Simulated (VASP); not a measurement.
# Ta: electric field gradients with PBEsol

The system is Ta.

```
CELL_PARAMETERS angstrom
-1.62896 1.62896 1.62896
1.62896 -1.62896 1.62896
1.62896 1.62896 -1.62896
ATOMIC_POSITIONS crystal
Ta 0.00000 0.00000 0.00000
```

This cell differs from its parent crystal: volume scaled by 0.96.

| Item | Value |
| --- | --- |
| Program | VASP 6.6.1 |
| Task | electric field gradients |
| Functional | PBEsol |
| Potentials or basis | VASP PAW PBE potentials, release 64 (Ta_pv) |
| Cutoff | 520 eV |
| k mesh | 17 × 17 × 17 |
| Occupations | fermi-dirac, width 0.08 eV |
| Spin | no spin polarisation |
| Dipole correction | no |
| Further INCAR settings | ALGO = Normal; EDIFF = 1e-08; NBANDS = 12 |

- Pressure: 5.0 GPa

Levels at points of the mesh, in eV from the Fermi level:
```csv
k point,band 4,band 5,band 6,band 7,band 8,band 9
"(0.00, 0.00, 0.00)",-8.08,0.73,0.73,0.73,4.15,4.15
```

Wall time 44 s on 1 thread of Intel Xeon 8259CL (shared host), peak memory 0.17 GiB.

Caveat: without QUAD_EFG the Cq values of the log hold for a quadrupole moment of 1 mb, not for the nuclei; the PAW data sets were made with another functional, which shifts forces and pressure a little; spin-orbit coupling is left out, which moves the levels of the heavy elements.
